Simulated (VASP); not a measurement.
Wanted: the native input for a VASP 6.6.1 run.

| Quantity | Value |
| --- | --- |
| Task | single point |
| Functional | PBE |
| Potentials or basis | VASP PAW PBE potentials, release 64 (Mg, O) |
| Cutoff | 600 eV |
| k mesh | 6 × 6 × 6 |
| Occupations | gaussian, width 0.1 eV |
| Spin | collinear spin, ferromagnetic start |
| Starting moments | [0.0, 0.0, 1.0] μB |
| Dipole correction | no |
| Further INCAR settings | ALGO = Normal; EDIFF = 1e-06; NBANDS = 16 |

The structure of Mg2O lies in POSCAR:

```
Mg2O
1.0
    1.5362501522      0.8869544389      5.0131501767
   -1.5362501522      0.8869544389      5.0131501767
    0.0000000000     -1.7739088778      5.0131501767
Mg O
2 1
Direct
    0.7493355120      0.7493355120      0.7493355120
    0.2506644880      0.2506644880      0.2506644880
    0.0000000000      0.0000000000      0.0000000000
```

The input as run:

INCAR

```
PREC = Accurate ; ENCUT = 600
EDIFF = 1E-6 ; ISMEAR = 0
SIGMA = 0.1 ; LREAL = F
LASPH = T ; NELM = 200
ALGO = Normal ; ISIF = 2
LWAVE = F ; LCHARG = F
ISPIN = 2 ; MAGMOM = 0 0 1
LORBIT = 11 ; GGA = PE
NBANDS = 16 ; GGA_COMPAT = F
```

KPOINTS

```
regular mesh
0
Gamma
  6 6 6
```

Potentials or basis: VASP PAW PBE potentials, release 64 (Mg, O).

Launch:

```console
$ cat potpaw_PBE.64/Mg/POTCAR potpaw_PBE.64/O/POTCAR > POTCAR
$ mpirun -np 1 vasp_std > vasp.out
```

It gave:

- Pressure: 0.1 GPa
- Largest force: 0.005 eV/Å
- Band gap on the k mesh: zero (filled and empty bands overlap)
- Net moment: 0.00 μB per cell
- Valence electrons inside the program's atomic spheres: Mg 0.36; O 5.04

Caveat: the k points lie up to 0.40 Å⁻¹ apart, too coarse for converged energies and pressures of a metal.

It took 47 s on 1 thread of Intel(R) Xeon(R) 6975P-C (Granite Rapids), on a shared host, peak memory 0.32 GiB.
